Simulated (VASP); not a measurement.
Set up this calculation in VASP 6.6.1, as the native input.

| Quantity | Value |
| --- | --- |
| Task | density of states |
| Functional | PBE |
| Potentials or basis | VASP PAW PBE potentials, release 64 (Zn, H) |
| Cutoff | 520 eV |
| k mesh | 14 × 14 × 4 |
| Occupations | gaussian, width 0.1 eV |
| Spin | no spin polarisation |
| Dipole correction | no |
| k mesh for the DOS | 21 × 21 × 6 |
| Occupations for the DOS | tetrahedron |
| Further INCAR settings | ALGO = Normal; EDIFF = 1e-06; NBANDS = 28 |

The system is ZnH.

```
Zn H
1.0
     2.64636    0.00000    0.00000
     0.00000    2.64636    0.00000
     0.00000    0.00000   10.10062
Zn H
3 3
Direct
  0.50000 0.50000 0.50000
  0.50000 0.50000 0.75742
  0.50000 0.50000 0.24258
  0.00000 0.00000 0.90249
  0.00000 0.00000 0.09751
  0.00000 0.00000 0.00000
```

These files were run (other wordings do the same):

POSCAR

```
ZnH
1.0
    2.6463622234      0.0000000000      0.0000000000
    0.0000000000      2.6463622234      0.0000000000
    0.0000000000      0.0000000000     10.1006207858
Zn H
3 3
Direct
    0.5000000000      0.5000000000      0.5000000000
    0.5000000000      0.5000000000      0.7574150080
    0.5000000000      0.5000000000      0.2425849920
    0.0000000000      0.0000000000      0.9024869926
    0.0000000000      0.0000000000      0.0975130074
    0.0000000000      0.0000000000      0.0000000000
```

INCAR.step1

```
SYSTEM = ZnH
PREC = Accurate ; ENCUT = 520
EDIFF = 1E-6 ; ISMEAR = 0
SIGMA = 0.1 ; LREAL = .FALSE.
LASPH = .TRUE. ; NELM = 100
ALGO = Normal ; ISIF = 2
LWAVE = .FALSE. ; LCHARG = .TRUE.
GGA = PE ; NBANDS = 28
```

KPOINTS.step1

```
Automatic mesh
0
G
  14 14 4
  0 0 0
```

INCAR.step2

```
SYSTEM = ZnH
PREC = Accurate ; ENCUT = 520
EDIFF = 1E-6 ; ISMEAR = -5
SIGMA = 0.1 ; LREAL = .FALSE.
LASPH = .TRUE. ; NELM = 100
ALGO = Normal ; ISIF = 2
LWAVE = .FALSE. ; LCHARG = .FALSE.
GGA = PE ; LORBIT = 10
NBANDS = 28 ; NEDOS = 1001
ICHARG = 11
```

KPOINTS.step2

```
Automatic mesh
0
G
  21 21 6
  0 0 0
```

Potentials or basis: VASP PAW PBE potentials, release 64 (Zn, H).

The run is started by

```console
$ cat potpaw_PBE.64/Zn/POTCAR potpaw_PBE.64/H/POTCAR > POTCAR
$ cp INCAR.step1 INCAR
$ cp KPOINTS.step1 KPOINTS
$ mpirun -np 1 vasp_std > vasp.out
$ cp INCAR.step2 INCAR
$ cp KPOINTS.step2 KPOINTS
$ mpirun -np 1 vasp_std > vasp.out
```

It gave:

| Item | Value |
| --- | --- |
| Valence electrons inside the program's atomic spheres | Zn 10.72, 10.70; H 0.52, 0.57 |

Run time: 4.9 min on 1 thread of Intel Xeon 6975P-C (shared host), peak memory 0.48 GiB.
